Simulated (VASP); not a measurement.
# Mn (Fd-3m) in VASP: notebook

Mn is run at these levels: BLYP; tasks: single point.

Everything below comes from runs of VASP 6.6.1. Logs are shortened: lines on timing, memory, paths and dates and some standing lists are left out, and cuts for length are marked.

## 1. The cell of the first run

Symmetry: Fd-3m, No. 227, cubic system. The conventional cell has a = 5.202 Å, b = 5.202 Å, c = 5.202 Å, α = 90.00°, β = 90.00°, γ = 90.00°. Within 3.0 Å of Mn (site symmetry -43m) lie 4 Mn at 2.25 Å.

This isn't the form of Mn at room conditions, which is a 58-atom cubic cell.

## 2. Single point, BLYP, collinear spin, antiferromagnetic start

The input, INCAR:

```
SYSTEM = Mn
  PREC = Accurate
  ENCUT = 520
  EDIFF = 1E-6
  ISMEAR = -1
  SIGMA = 0.05
  LREAL = .False.
  LASPH = .True.
  NELM = 150
  ALGO = Normal
  ISIF = 2
  LWAVE = .False.
  LCHARG = .False.
  ISPIN = 2
  MAGMOM = 3 -3
  LORBIT = 11
  LMAXMIX = 4
  GGA = B5
  ALDAX = 1.0
  AGGAX = 1.0
  AGGAC = 1.0
  ALDAC = 0.0
  NBANDS = 24
```

The input, KPOINTS:

```
Automatic mesh
0
Gamma
  11 11 11
  0 0 0
```

The input, POSCAR:

```
Mn
1.0
    0.0000000000      2.6010917251      2.6010917251
    2.6010917251      0.0000000000      2.6010917251
    2.6010917251      2.6010917251      0.0000000000
Mn
2
Direct
    0.1250000000      0.1250000000      0.1250000000
    0.8750000000      0.8750000000      0.8750000000
```

Potentials or basis: VASP PAW PBE potentials, release 64 (Mn_pv).

On the command line:

```console
cat potpaw_PBE.64/Mn_pv/POTCAR > POTCAR
mpirun -np 1 vasp_std > vasp.out
```

OUTCAR:

```text
SYSTEM = Mn
   PREC = Accurate
   ENCUT = 520
   EDIFF = 1E-6
   ISMEAR = -1
   LREAL = .False.
   LASPH = .True.
   NELM = 150
   ISIF = 2
   ISPIN = 2
   LORBIT = 11
   GGA = B5

 ion  position               nearest neighbor table
   1  0.125  0.125  0.125-   2 2.25   2 2.25   2 2.25   2 2.25
   2  0.875  0.875  0.875-   1 2.25   1 2.25   1 2.25   1 2.25

  LATTYP: Found a face centered cubic cell.
 ALAT       =     5.2021834502

  Lattice vectors:

 A1 = (   0.0000000000,   2.6010917251,   2.6010917251)
 A2 = (   2.6010917251,   0.0000000000,   2.6010917251)
 A3 = (   2.6010917251,   2.6010917251,   0.0000000000)

Analysis of symmetry for initial positions (statically):
=====================================================================
 Subroutine PRICEL returns:
 Original cell was already a primitive cell.

 Routine SETGRP: Setting up the symmetry group for a
 face centered cubic supercell.

 Subroutine GETGRP returns: Found 48 space group operations
 (whereof 12 operations were pure point group operations)
 out of a pool of 48 trial point group operations.

The static configuration has the point symmetry D_3d.
 The point group associated with its full space group is O_h .

Analysis of symmetry for dynamics (positions and initial velocities):
=====================================================================
 Subroutine PRICEL returns:
 Original cell was already a primitive cell.

 Routine SETGRP: Setting up the symmetry group for a
 face centered cubic supercell.

 Subroutine GETGRP returns: Found 48 space group operations
 (whereof 12 operations were pure point group operations)
 out of a pool of 48 trial point group operations.

The dynamic configuration has the point symmetry D_3d.
 The point group associated with its full space group is O_h .

Analysis of structural, dynamic, and magnetic symmetry:
=====================================================================
 Subroutine PRICEL returns:
 Original cell was already a primitive cell.

 Routine SETGRP: Setting up the symmetry group for a
 face centered cubic supercell.

 Subroutine GETGRP returns: Found 48 space group operations
 (whereof 12 operations were pure point group operations)
 out of a pool of 48 trial point group operations.

The overall configuration has the point symmetry D_3d.
 The point group associated with its full space group is O_h .

 Subroutine INISYM returns: Found 48 space group operations
 (whereof 12 operations are pure point group operations),
 and found     1 'primitive' translations

----------------------------------------------------------------------------------------

                                     Primitive cell

  volume of cell :      35.1963

[... 113 lines left out ...]
   GGA     = B5    functional components
   LHFCALC =     F    Hartree Fock is set to
   AEXX    =    0.0000 exact exchange contribution
   IVDW    =     0    specifies the selected vdW correction
   LEPSILON=     F    determine dielectric tensor
   LRPA    =     F    only Hartree local field effects (RPA)
 spin polarized calculation
  energy-cutoff  :      520.00
  volume of cell :       35.20
 maximum number of plane-waves:       959
   NGX = 13   NGY = 13   NGZ = 13

 number of electron      25.9999979 magnetization      -0.0000000

 number of electron      25.9999979 magnetization       0.0000000

 Free energy of the ion-electron system (eV)
  ---------------------------------------------------
  ext. energy  EPLUGINS =         0.00000000
  ---------------------------------------------------
  free energy    TOTEN  =       -13.85304574 eV

  energy without entropy =      -13.84759454  energy(sigma->0) =      -13.85032014

 E-fermi :   5.6681     XC(G=0): -10.3251

 val. band max:        5.6403651730   @ k =   0.0909   0.0909   0.0000
 cond. band min:       5.7151800798   @ k =   0.0909   0.0000   0.0000
 fundamental gap:      0.0748149067
 Fermi energy:         5.6680561825

 spin component 1

 k-point     1 :       0.0000    0.0000    0.0000
  band No.  band energies     occupation
      1     -43.3376      1.00000
      2     -43.3376      1.00000
      3     -43.3376      1.00000
      4     -40.9831      1.00000
      5     -40.9831      1.00000
      6     -40.9831      1.00000
[... 637 lines left out ...]
     23      20.3256      0.00000
     24      20.9142      0.00000

 [... further k-points ...]

 spin component 2

 k-point     1 :       0.0000    0.0000    0.0000
  band No.  band energies     occupation
      1     -43.3376      1.00000
      2     -43.3376      1.00000
      3     -43.3376      1.00000
      4     -40.9831      1.00000
      5     -40.9831      1.00000
      6     -40.9831      1.00000
[... 637 lines left out ...]
     23      20.3256      0.00000
     24      20.9142      0.00000

 [... further k-points ...]

------------------------ aborting loop because EDIFF is reached ----------------------------------------

  FORCE on cell =-STRESS in cart. coord.  units (eV):
  Direction    XX          YY          ZZ          XY          YZ          ZX
  --------------------------------------------------------------------------------------
  -------------------------------------------------------------------------------------
  Total        0.0870333      0.0870333      0.0870333     -0.0000000      0.0000000      0.0000000
  in kB        3.9618588      3.9618588      3.9618588     -0.0000000      0.0000000      0.0000000
  external PRESSURE =       3.9618588 kB  Pullay stress =       0.0000000 kB

 VOLUME and BASIS-vectors are now :
 -----------------------------------------------------------------------------
  energy-cutoff  :      520.00
  volume of cell :       35.20
      direct lattice vectors                 reciprocal lattice vectors
     0.000000000  2.601091725  2.601091725    -0.192226977  0.192226977  0.192226977
     2.601091725  0.000000000  2.601091725     0.192226977 -0.192226977  0.192226977
     2.601091725  2.601091725  0.000000000     0.192226977  0.192226977 -0.192226977

 POSITION                                       TOTAL-FORCE (eV/Angst)
 -----------------------------------------------------------------------------------
      0.65027      0.65027      0.65027         0.000000      0.000000      0.000000
      4.55191      4.55191      4.55191        -0.000000     -0.000000     -0.000000
 -----------------------------------------------------------------------------------
    total drift:                                0.000000      0.000000     -0.000000

  FREE ENERGIE OF THE ION-ELECTRON SYSTEM (eV)
  ---------------------------------------------------
  free  energy   TOTEN  =       -13.8530457417 eV

  energy  without entropy=      -13.8475945384  energy(sigma->0) =      -13.85032014

 total charge

# of ion       s       p       d       tot
------------------------------------------
    1        0.454   6.218   5.186  11.859
    2        0.454   6.218   5.186  11.859
--------------------------------------------------
tot          0.908  12.437  10.372  23.717

 magnetization (x)

# of ion       s       p       d       tot
------------------------------------------
    1        0.054  -0.013   2.203   2.244
    2       -0.054   0.013  -2.203  -2.244
--------------------------------------------------
tot         -0.000   0.000   0.000  -0.000
```

OSZICAR:

```text
N       E                     dE             d eps       ncg     rms          rms(c)
DAV:   1     0.269577311047E+03    0.26958E+03   -0.15599E+04  5384   0.136E+03
DAV:   2    -0.430463553356E+01   -0.27388E+03   -0.26287E+03  5496   0.391E+02
DAV:   3    -0.147913218720E+02   -0.10487E+02   -0.10451E+02  6112   0.906E+01
DAV:   4    -0.149153981965E+02   -0.12408E+00   -0.12407E+00  6088   0.940E+00
DAV:   5    -0.149183029353E+02   -0.29047E-02   -0.29047E-02  6344   0.144E+00    0.123E+01
DAV:   6    -0.138934755434E+02    0.10248E+01   -0.59930E+00  6080   0.285E+01    0.699E+00
DAV:   7    -0.138565857953E+02    0.36890E-01   -0.54756E-01  6032   0.827E+00    0.264E+00
DAV:   8    -0.138558582920E+02    0.72750E-03   -0.82025E-03  6320   0.796E-01    0.914E-01
DAV:   9    -0.138528736572E+02    0.29846E-02   -0.74340E-03  6120   0.833E-01    0.151E-01
DAV:  10    -0.138530298734E+02   -0.15622E-03   -0.60428E-04  6272   0.238E-01    0.504E-02
DAV:  11    -0.138530429837E+02   -0.13110E-04   -0.26880E-05  6152   0.432E-02    0.247E-02
DAV:  12    -0.138530462192E+02   -0.32355E-05   -0.14323E-05  6136   0.233E-02    0.842E-03
DAV:  13    -0.138530457417E+02    0.47745E-06   -0.28840E-06  6080   0.112E-02
   1 F= -.13853046E+02 E0= -.13850320E+02  d E =-.545120E-02  mag=     0.0000
```

It took 42 s on 1 thread of Intel Xeon 6975P-C (Granite Rapids), shared host; peak memory 0.2 GiB.

What came out:

```yaml
Free_energy: -13.8530 eV
Pressure: 0.4 GPa
Band_gap_on_the_k_mesh: zero (filled and empty bands overlap)
Net_moment: 0.00 μB per cell
Site_moments: Mn +2.24, -2.24 μB
Valence_electrons_inside_the_program's_atomic_spheres: Mn 11.86
```

Levels at points of the mesh, in eV from the Fermi level:
Spin up:
```csv
k point,band 11,band 12,band 13,band 14,band 15,band 16
"(0.00, 0.00, 0.00)",-2.32,-2.32,0.13,0.13,0.13,1.65
```
Spin down:
```tsv
k point	band 10	band 11	band 12	band 13	band 14	band 15	band 16	band 17
(0.00, 0.00, 0.00)	-2.32	-2.32	-2.32	0.13	0.13	0.13	1.65	1.65
```

Caveat: the PAW data sets were made with another functional, which shifts forces and pressure a little.

## 3. Single point, BLYP, collinear spin, antiferromagnetic start (15.49 Å³/atom)

This run uses another cell than the first one, of 15.49 Å³/atom.

The input, INCAR:

```
PREC = Accurate
ENCUT = 520
EDIFF = 1E-7
ISMEAR = -1
SIGMA = 0.05
LREAL = False
LASPH = True
NELM = 150
ALGO = Normal
ISIF = 2
LWAVE = False
LCHARG = False
ISPIN = 2
MAGMOM = 2.092 -2.092
LORBIT = 11
LMAXMIX = 4
GGA = B5
ALDAX = 1.0
AGGAX = 1.0
AGGAC = 1.0
ALDAC = 0.0
NBANDS = 24
```

The input, KPOINTS:

```
Automatic mesh
0
Gamma
  12 12 12
```

The input, POSCAR:

```
Mn
1.0
    0.0000000000      2.4925845083      2.4925845083
    2.4925845083      0.0000000000      2.4925845083
    2.4925845083      2.4925845083      0.0000000000
Mn
2
Direct
    0.1250000000      0.1250000000      0.1250000000
    0.8750000000      0.8750000000      0.8750000000
```

Potentials or basis: VASP PAW PBE potentials, release 64 (Mn_pv).

On the command line:

```console
cat potpaw_PBE.64/Mn_pv/POTCAR > POTCAR
mpirun -np 1 vasp_std > vasp.out
```

Wall time 58 s (1 thread of Intel Xeon 6975P-C (Granite Rapids), shared host); peak memory 0.21 GiB.

It converged, with:

- Free energy: -13.7331 eV
- Pressure: 10.0 GPa
- Band gap on the k mesh: zero (filled and empty bands overlap)
- Net moment: 0.00 μB per cell
- Site moments: Mn +1.56, -1.56 μB
- Valence electrons inside the program's atomic spheres: Mn 12.05

Levels at points of the mesh, in eV from the Fermi level:
Spin up:
```csv
k point,band 11,band 12,band 13,band 14,band 15,band 16
"(0.00, 0.00, 0.00)",-2.14,-2.14,0.21,0.21,0.21,2.03
"(0.50, 0.00, 0.00)",-2.14,-2.14,-0.69,0.84,0.84,1.73
"(0.50, 0.50, 0.00)",-1.02,-1.01,-0.78,0.55,1.89,1.89
```
Spin down:
```
           k point  band 9  band 10  band 11  band 12  band 13  band 14  band 15  band 16  band 17  band 18
(0.00, 0.00, 0.00)   -2.49    -2.14    -2.14    -2.14     0.21     0.21     0.21     2.03     2.03    14.15
(0.50, 0.00, 0.00)   -2.39    -2.34    -2.14    -2.14    -0.69     0.84     0.84     1.73     1.73     3.05
(0.50, 0.50, 0.00)   -2.06    -2.06    -1.02    -1.01    -0.78     0.55     1.89     1.89     2.92     3.58
```

Caveat: the cell stands under pressure; the PAW data sets were made with another functional, which shifts forces and pressure a little.

## 4. Single point, BLYP, collinear spin, antiferromagnetic start (16.19 Å³/atom)

This run uses another cell than the first one, of 16.19 Å³/atom.

The input, INCAR:

```
PREC = Accurate ; ENCUT = 520
EDIFF = 1E-6 ; ISMEAR = -1
SIGMA = 0.05 ; LREAL = F
LASPH = T ; NELM = 150
ALGO = Normal ; ISIF = 2
LWAVE = F ; LCHARG = T
ISPIN = 2 ; MAGMOM = 2.092 -2.092
LORBIT = 11 ; LMAXMIX = 4
GGA = B5 ; ALDAX = 1.0
AGGAX = 1.0 ; AGGAC = 1.0
ALDAC = 0.0 ; LELF = T
LVHAR = T ; NBANDS = 24
```

The input, KPOINTS:

```
regular mesh
0
Gamma
  12 12 12
```

The input, POSCAR:

```
Mn
1.0
    0.0000000000      2.5297927478      2.5297927478
    2.5297927478      0.0000000000      2.5297927478
    2.5297927478      2.5297927478      0.0000000000
Mn
2
Direct
    0.1250000000      0.1250000000      0.1250000000
    0.8750000000      0.8750000000      0.8750000000
```

On the command line:

```console
cat potpaw_PBE.64/Mn_pv/POTCAR > POTCAR
mpirun -np 1 vasp_std > vasp.out
```

Run time: 54 s. Hardware: 1 thread of Intel Xeon 6975P-C (Granite Rapids), shared host; peak memory 0.21 GiB.

Results (log left out):

| Property | Result |
| --- | --- |
| Free energy | -13.8026 eV |
| Pressure | 5.9 GPa |
| Band gap on the k mesh | zero (filled and empty bands overlap) |
| Net moment | 0.00 μB per cell |
| Site moments | Mn +1.82, -1.82 μB |
| Valence electrons inside the program's atomic spheres | Mn 11.98 |

Levels at points of the mesh, in eV from the Fermi level:
Spin up:
```csv
k point,band 11,band 12,band 13,band 14,band 15,band 16
"(0.00, 0.00, 0.00)",-2.20,-2.20,0.17,0.17,0.17,1.89
"(0.50, 0.00, 0.00)",-2.17,-2.17,-0.80,0.75,0.75,1.61
"(0.50, 0.50, 0.00)",-1.20,-1.12,-0.87,0.60,1.75,1.75
```
Spin down:
```csv
k point,band 10,band 11,band 12,band 13,band 14,band 15,band 16,band 17
"(0.00, 0.00, 0.00)",-2.20,-2.20,-2.20,0.17,0.17,0.17,1.89,1.89
"(0.50, 0.00, 0.00)",-2.28,-2.17,-2.17,-0.80,0.75,0.75,1.61,1.61
"(0.50, 0.50, 0.00)",-2.10,-1.20,-1.12,-0.87,0.60,1.75,1.75,2.66
```

Caveat: the cell stands under pressure; the PAW data sets were made with another functional, which shifts forces and pressure a little.

## 5. Overview

| cell | k mesh | gap on the mesh (eV) | pressure (GPa) | moment (μB) |
| --- | --- | --- | --- | --- |
| a = 3.678 Å, angles 60.0°, 2 atoms | 11 × 11 × 11 | none | 0.4 | 0.00 |
| a = 3.525 Å, angles 60.0°, 2 atoms | 12 × 12 × 12 | none | 10.0 | 0.00 |
| a = 3.578 Å, angles 60.0°, 2 atoms | 12 × 12 × 12 | none | 5.9 | 0.00 |

Alike in all rows: task single point; level BLYP; potentials or basis VASP PAW PBE potentials, release 64 (Mn_pv); spin collinear, antiferromagnetic start; cutoff (eV) 520; smearing fermi-dirac 0.05 eV.

Caveats: the PAW data sets were made with another functional, which shifts forces and pressure a little; the cell stands under pressure (at least some runs).

Absolute energies hang on the potentials; compare differences alone.
